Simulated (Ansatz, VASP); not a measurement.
One calculation of MoS2, two programs

Contents of INCAR:

```
SYSTEM = MoS2
PREC = Accurate
ENCUT = 520
EDIFF = 1E-6
ISMEAR = -1
SIGMA = 0.02
LREAL = .False.
LASPH = .True.
NELM = 60
ALGO = Normal
ISIF = 2
LWAVE = .False.
LCHARG = .False.
GGA = PE
NBANDS = 35
```

KPOINTS

```
regular mesh
0
Gamma
  12 12 2
  0 0 0
```

The input POSCAR:

```
MoS2
1.0
    3.1095595307      0.0000000000      0.0000000000
   -1.5547797654      2.6929575482      0.0000000000
    0.0000000000      0.0000000000     12.1871780400
Mo S
2 4
Direct
    0.3333333333      0.6666666667      0.2500000000
    0.6666666667      0.3333333333      0.7500000000
    0.6666666667      0.3333333333      0.3790656787
    0.6666666667      0.3333333333      0.1209343213
    0.3333333333      0.6666666667      0.8790656787
    0.3333333333      0.6666666667      0.6209343213
```

Input for Ansatz:

```yaml
crystal:
  lattice:
    - [3.1095595307, 0.0, 0.0]
    - [-1.5547797654, 2.6929575482, 0.0]
    - [0.0, 0.0, 12.18717804]
  atoms:
    - { symbol: Mo, position: [0.3333333333, 0.6666666667, 0.25] }
    - { symbol: Mo, position: [0.6666666667, 0.3333333333, 0.75] }
    - { symbol: S, position: [0.6666666667, 0.3333333333, 0.3790656787] }
    - { symbol: S, position: [0.6666666667, 0.3333333333, 0.1209343213] }
    - { symbol: S, position: [0.3333333333, 0.6666666667, 0.8790656787] }
    - { symbol: S, position: [0.3333333333, 0.6666666667, 0.6209343213] }
kpoints:
  mp_grid: { grid: [12, 12, 2] }
  band_path:
    path:
      - [0.0, 0.0, 0.0]
      - [0.5, 0.0, 0.0]
      - [0.3333333333, 0.3333333333, 0.0]
      - [0.0, 0.0, 0.5]
      - [0.5, 0.0, 0.5]
      - [0.3333333333, 0.3333333333, 0.5]
      - [0.179687, 0.177083, 0.0]
    npoints: 1
hamiltonian:
  xc: pbe
scf:
  occupations: { method: fermi_dirac, width: 0.02 }
  n_extra_bands: 5
output:
  forces: true
  stress: true
  eigenvalues: true
```

Change from the starting cell: hydrostatic strain -2.0%.

Alike in both runs: task single point; functional PBE; k mesh 12 × 12 × 2; occupations fermi-dirac, width 0.02 eV; no spin polarisation.

|  | VASP | Ansatz |
| --- | --- | --- |
| version | VASP 6.6.1 | Ansatz 0.2.0 |
| potentials or method | VASP PAW PBE potentials, release 64 (Mo_sv, S) | plane waves, PAW |
| plane-wave cutoff (eV) | 520 | 420 |
| valence electrons in the cell | 52 | 52 |

VASP gave:

| Item | Value |
| --- | --- |
| gap on the k mesh at the Fermi level (eV) | 0.87 |
| pressure (GPa) | 7.3 |
| traceless stress, the component that is largest in VASP (GPa) | -2.09 |
| rms of the force components (eV/Å) | 0.059 |

Problem. Estimate Ansatz's values.

Solution. gap on the k mesh at the Fermi level (eV): 0.85; pressure (GPa): 7.4; traceless stress, the component that is largest in VASP (GPa): -2.04; rms of the force components (eV/Å): 0.066.

Atom by atom the forces differ by 0.007 eV/Å (rms over components).
